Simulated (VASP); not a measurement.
# AlN (F-43m) in VASP: notebook

AlN is run at these levels: PBE exchange alone; tasks: single point.

Everything below comes from runs of VASP 6.6.1. Logs are shortened: lines on timing, memory, paths and dates and some standing lists are left out, and cuts for length are marked.

## Step 1: The cell of the first run

The structure is cubic, space group F-43m (No. 216). Conventional cell: a = 4.339 Å, b = 4.339 Å, c = 4.339 Å, α = 90.00°, β = 90.00°, γ = 90.00°. Within 2.5 Å of Al (site symmetry -43m) lie 4 N at 1.88 Å. Within 2.5 Å of N (site symmetry -43m) lie 4 Al at 1.88 Å.

## Step 2: Single point, PBE exchange alone

File INCAR:

```
AGGAC    = 0.0          
ALDAC    = 0.0          
ALGO     = Normal         # electronic algorithm
EDIFF    = 1E-6           # SCF threshold, eV
ENCUT    = 600            # plane-wave cutoff, eV
GGA      = PE             # functional
GGA_COMPAT= F            
ISIF     = 2              # what is computed and relaxed
ISMEAR   = -1             # smearing method
LASPH    = T              # aspherical terms in the spheres
LCHARG   = T              # write CHGCAR
LELF     = T              # ELF
LREAL    = F              # projectors in reciprocal space
LVHAR    = T            
LWAVE    = F              # write WAVECAR
NBANDS   = 11             # bands
NELM     = 120            # most SCF steps
PREC     = Accurate       # precision mode
SIGMA    = 0.05           # smearing width, eV
```

File KPOINTS:

```
k-points
0
Gamma
  10 10 10
```

File POSCAR:

```
AlN
1.0
    0.0000000000      2.1693354430      2.1693354430
    2.1693354430      0.0000000000      2.1693354430
    2.1693354430      2.1693354430      0.0000000000
Al N
1 1
Direct
    0.0000000000      0.0000000000      0.0000000000
    0.2500000000      0.2500000000      0.2500000000
```

Potentials or basis: VASP PAW PBE potentials, release 64 (Al, N).

Started as:

```
$ cat potpaw_PBE.64/Al/POTCAR potpaw_PBE.64/N/POTCAR > POTCAR
$ mpirun -np 1 vasp_std > vasp.out
```

OUTCAR:

```text
EDIFF = 1E-6
   ENCUT = 600
   GGA = PE
   ISIF = 2
   ISMEAR = -1
   LASPH = T
   LREAL = F
   NELM = 120
   PREC = Accurate

 ion  position               nearest neighbor table
   1  0.000  0.000  0.000-   2 1.88   2 1.88   2 1.88   2 1.88
   2  0.250  0.250  0.250-   1 1.88   1 1.88   1 1.88   1 1.88

  LATTYP: Found a face centered cubic cell.
 ALAT       =     4.3386708860

  Lattice vectors:

 A1 = (   0.0000000000,   2.1693354430,   2.1693354430)
 A2 = (   2.1693354430,   0.0000000000,   2.1693354430)
 A3 = (   2.1693354430,   2.1693354430,   0.0000000000)

Analysis of symmetry for initial positions (statically):
=====================================================================
 Subroutine PRICEL returns:
 Original cell was already a primitive cell.

 Routine SETGRP: Setting up the symmetry group for a
 face centered cubic supercell.

 Subroutine GETGRP returns: Found 24 space group operations
 (whereof 24 operations were pure point group operations)
 out of a pool of 48 trial point group operations.

The static configuration has the point symmetry T_d .

Analysis of symmetry for dynamics (positions and initial velocities):
=====================================================================
 Subroutine PRICEL returns:
 Original cell was already a primitive cell.

 Routine SETGRP: Setting up the symmetry group for a
 face centered cubic supercell.

 Subroutine GETGRP returns: Found 24 space group operations
 (whereof 24 operations were pure point group operations)
 out of a pool of 48 trial point group operations.

The dynamic configuration has the point symmetry T_d .

 Subroutine INISYM returns: Found 24 space group operations
 (whereof 24 operations are pure point group operations),
 and found     1 'primitive' translations

----------------------------------------------------------------------------------------

                                     Primitive cell

  volume of cell :      20.4179

  direct lattice vectors                    reciprocal lattice vectors
     0.000000000  2.169335443  2.169335443    -0.230485332  0.230485332  0.230485332
     2.169335443  0.000000000  2.169335443     0.230485332 -0.230485332  0.230485332
     2.169335443  2.169335443  0.000000000     0.230485332  0.230485332 -0.230485332

  length of vectors
     3.067903605  3.067903605  3.067903605     0.399212306  0.399212306  0.399212306

  position of ions in fractional coordinates (direct lattice)
     0.000000000  0.000000000  0.000000000
     0.250000000  0.250000000  0.250000000

  ion indices of the primitive-cell ions
   primitive index   ion index
                 1           1
                 2           2

----------------------------------------------------------------------------------------

 KPOINTS: k-points

Automatic generation of k-mesh.
 Grid dimensions read from file:
 generate k-points for:   10   10   10

 Generating k-lattice:

  Cartesian coordinates                     Fractional coordinates (reciprocal lattice)
    -0.023048533  0.023048533  0.023048533     0.100000000  0.000000000  0.000000000
     0.023048533 -0.023048533  0.023048533     0.000000000  0.100000000  0.000000000
     0.023048533  0.023048533 -0.023048533     0.000000000  0.000000000  0.100000000

  Length of vectors
     0.039921231  0.039921231  0.039921231

  Shift w.r.t. Gamma in fractional coordinates (k-lattice)
     0.000000000  0.000000000  0.000000000

 Subroutine IBZKPT returns following result:
 ===========================================

 Found     47 irreducible k-points:

 Following reciprocal coordinates:
            Coordinates               Weight
  0.000000  0.000000  0.000000      1.000000
  0.100000  0.000000  0.000000      8.000000
  0.200000  0.000000  0.000000      8.000000
  0.300000  0.000000  0.000000      8.000000
  0.400000  0.000000  0.000000      8.000000
  0.500000  0.000000  0.000000      4.000000
[... 16 lines left out ...]
  0.300000  0.300000  0.000000      6.000000
  0.400000  0.300000  0.000000     24.000000
 [... further k-points ...]
   k-points           NKPTS =     47   k-points in BZ     NKDIM =     47   number of bands    NBANDS=     11
   number of dos      NEDOS =    301   number of ions     NIONS =      2
   total plane-waves  NPLWV =  21952
   dimension x,y,z NGX =    28 NGY =   28 NGZ =   28
   dimension x,y,z NGXF=    56 NGYF=   56 NGZF=   56
   ions per type =               1   1
   NGX,Y,Z   is equivalent  to a cutoff of  15.17, 15.17, 15.17 a.u.
   NGXF,Y,Z  is equivalent  to a cutoff of  30.35, 30.35, 30.35 a.u.
 SYSTEM =  unknown system
   PREC   = accura    normal or accurate (medium, high low for compatibility)
   ISTART =      0    job   : 0-new  1-cont  2-samecut
   ICHARG =      2    charge: 1-file 2-atom 10-const
   ISPIN  =      1    spin polarized calculation?
   LNONCOLLINEAR =      F non collinear calculations
   LSORBIT =      F    spin-orbit coupling
   LASPH  =      T    aspherical Exc in radial PAW
   ENCUT  =  600.0 eV  44.10 Ry    6.64 a.u.   6.13  6.13  6.13*2*pi/ulx,y,z
   NELM   =    120;   NELMIN=  2; NELMDL= -5     # of ELM steps
   EDIFF  = 0.1E-05   stopping-criterion for ELM
   LREAL  =      F    real-space projection
   EDIFFG = 0.1E-04   stopping-criterion for IOM
   NSW    =      0    number of steps for IOM
   IBRION =     -1    ionic relax: 0-MD 1-quasi-New 2-CG
   NFREE  =      0    steps in history (QN), initial steepest desc. (CG)
   ISIF   =      2    stress and relaxation
   ISYM   =      2    0-nonsym 1-usesym 2-fastsym
   POTIM  = 0.5000    time-step for ionic-motion
   TEBEG  =    0.0;   TEEND  =   0.0 temperature during run
   PSTRESS=    0.0 pullay stress
   NELECT =       8.0000    total number of electrons
   NUPDOWN=      -1.0000    fix difference up-down
   EMIN   =  10.00;   EMAX   =-10.00  energy-range for DOS
   EFERMI =   0.00;   METHOD = LEGACY
   ISMEAR =    -1;   SIGMA  =   0.05  broadening in eV -4-tet -1-fermi 0-gaus
   EFERMI_NEDOS =   21; number of points for ismear=-14 and -15
   IALGO  =     38    algorithm
   IMIX   =      4    mixing-type and parameters
     AMIX     =   0.40;   BMIX     =  1.00
     AMIX_MAG =   1.60;   BMIX_MAG =  1.00
  volume/ion in A,a.u.               =      10.21        68.89
  Fermi-wavevector in a.u.,A,eV,Ry     =   1.197939  2.263777 19.525154  1.435058
  Thomas-Fermi vector in A             =   2.333841
   LORBIT       =      0    0 simple, 1 ext, 2 COOP (PROOUT), +10 PAW based schemes
   GGA     = PE    functional components
   LHFCALC =     F    Hartree Fock is set to
   AEXX    =    0.0000 exact exchange contribution
   IVDW    =     0    specifies the selected vdW correction
   LEPSILON=     F    determine dielectric tensor
   LRPA    =     F    only Hartree local field effects (RPA)
 non-spin polarized calculation
  energy-cutoff  :      600.00
  volume of cell :       20.42
 maximum number of plane-waves:       701
 NGX is ok and might be reduce to    28
   NGX = 13   NGY = 13   NGZ = 13

 number of electron       8.0000000 magnetization

 Free energy of the ion-electron system (eV)
  ---------------------------------------------------
  ext. energy  EPLUGINS =         0.00000000
  ---------------------------------------------------
  free energy    TOTEN  =       -11.93602009 eV

  energy without entropy =      -11.93602009  energy(sigma->0) =      -11.93602009

 E-fermi :   8.7350     XC(G=0):  -9.2615

 val. band max:        7.7126610387   @ k =   0.0000   0.0000   0.0000
 cond. band min:      11.3808808574   @ k =   0.5000   0.5000   0.0000
 fundamental gap:      3.6682198187
 Fermi energy:         8.7349868611

 k-point     1 :       0.0000    0.0000    0.0000
  band No.  band energies     occupation
      1      -7.3067      2.00000
      2       7.7127      2.00000
      3       7.7127      2.00000
      4       7.7127      2.00000
      5      12.3980      0.00000
      6      20.5811      0.00000
      7      20.5811      0.00000
      8      20.5811      0.00000
      9      25.6495      0.00000
     10      25.6495      0.00000
     11      27.2671      0.00000

 k-point     2 :       0.1000    0.0000    0.0000
  band No.  band energies     occupation
      1      -7.1583      2.00000
      2       6.9355      2.00000
      3       7.6616      2.00000
      4       7.6616      2.00000
      5      13.0251      0.00000
      6      20.2066      0.00000
      7      20.7159      0.00000
      8      20.7159      0.00000
      9      24.4455      0.00000
     10      24.4455      0.00000
     11      26.5507      0.00000

 k-point     3 :       0.2000    0.0000    0.0000
  band No.  band energies     occupation
      1      -6.7363      2.00000
      2       5.3510      2.00000
      3       7.5338      2.00000
      4       7.5338      2.00000
      5      14.1284      0.00000
      6      19.4341      0.00000
      7      20.6392      0.00000
      8      20.6392      0.00000
      9      23.9291      0.00000
     10      23.9291      0.00000
     11      25.7136      0.00000

 k-point     4 :       0.3000    0.0000    0.0000
  band No.  band energies     occupation
      1      -6.1231      2.00000
      2       3.7024      2.00000
      3       7.3869      2.00000
      4       7.3869      2.00000
      5      14.9635      0.00000
      6      18.7104      0.00000
      7      19.9651      0.00000
      8      19.9651      0.00000
      9      25.0156      0.00000
     10      25.0156      0.00000
     11      25.5321      0.00000
[... 239 lines left out ...]
 k-point    22 :      -0.2000    0.2000    0.0000
  band No.  band energies     occupation
      1      -5.9214      2.00000
      2       4.0105      2.00000
      3       6.0349      2.00000
      4       7.4611      2.00000
      5      15.6883      0.00000
      6      18.0268      0.00000
      7      19.4699      0.00000
      8      20.4962      0.00000
      9      23.0257      0.00000
     10      26.5940      0.00000
     11      29.5611      0.00000

 k-point    23 :       0.3000    0.3000    0.0000
  band No.  band energies     occupation
      1      -5.7412      2.00000
      2       4.2469      2.00000
      3       6.4783      2.00000
      4       6.4783      2.00000
      5      13.4071      0.00000
      6      17.7599      0.00000
      7      19.9857      0.00000
      8      22.5784      0.00000
      9      22.5784      0.00000
     10      28.3936      0.00000
     11      32.1001      0.00000

 k-point    24 :       0.4000    0.3000    0.0000
  band No.  band energies     occupation
      1      -5.2712      2.00000
      2       3.6022      2.00000
      3       6.0228      2.00000
      4       6.3150      2.00000
      5      12.9805      0.00000
      6      17.5971      0.00000
      7      20.3593      0.00000
      8      22.6622      0.00000
      9      23.1968      0.00000
     10      29.3726      0.00000
     11      31.8472      0.00000

 [... further k-points ...]

------------------------ aborting loop because EDIFF is reached ----------------------------------------

  FORCE on cell =-STRESS in cart. coord.  units (eV):
  Direction    XX          YY          ZZ          XY          YZ          ZX
  --------------------------------------------------------------------------------------
  -------------------------------------------------------------------------------------
  Total        3.0646352      3.0646352      3.0646352      0.0000000      0.0000000      0.0000000
  in kB      240.4801509    240.4801509    240.4801509      0.0000000      0.0000000      0.0000000
  external PRESSURE =     240.4801509 kB  Pullay stress =       0.0000000 kB

 VOLUME and BASIS-vectors are now :
 -----------------------------------------------------------------------------
  energy-cutoff  :      600.00
  volume of cell :       20.42
      direct lattice vectors                 reciprocal lattice vectors
     0.000000000  2.169335443  2.169335443    -0.230485332  0.230485332  0.230485332
     2.169335443  0.000000000  2.169335443     0.230485332 -0.230485332  0.230485332
     2.169335443  2.169335443  0.000000000     0.230485332  0.230485332 -0.230485332

 POSITION                                       TOTAL-FORCE (eV/Angst)
 -----------------------------------------------------------------------------------
      0.00000      0.00000      0.00000         0.000000      0.000000      0.000000
      1.08467      1.08467      1.08467        -0.000000     -0.000000     -0.000000
 -----------------------------------------------------------------------------------
    total drift:                                0.000000      0.000000      0.000000

  FREE ENERGIE OF THE ION-ELECTRON SYSTEM (eV)
  ---------------------------------------------------
  free  energy   TOTEN  =       -11.9360200898 eV

  energy  without entropy=      -11.9360200897  energy(sigma->0) =      -11.93602009
```

Wall time 15 s (1 thread of Intel Xeon Platinum 8488C (Sapphire Rapids), shared host); peak memory 0.14 GiB.

What came out:

| Property | Result |
| --- | --- |
| Free energy | -11.9360 eV |
| Pressure | 24.0 GPa |
| Band gap on the k mesh | 3.67 eV, indirect (least direct gap 4.69 eV) |

Levels at points of the mesh, in eV from the valence-band top:
```
           k point  band 1  band 2  band 3  band 4  band 5  band 6  band 7  band 8  band 9
(0.00, 0.00, 0.00)  -15.02    0.00    0.00    0.00    4.69   12.87   12.87   12.87   17.94
(0.50, 0.00, 0.00)  -12.94   -5.82   -0.48   -0.48    7.79   10.30   11.43   11.43   18.58
(0.50, 0.50, 0.00)  -12.29   -4.89   -1.77   -1.77    3.67    8.96   14.38   16.13   16.13
```

A k mesh can miss the band edges.

(Continued in part 2 of 2.)
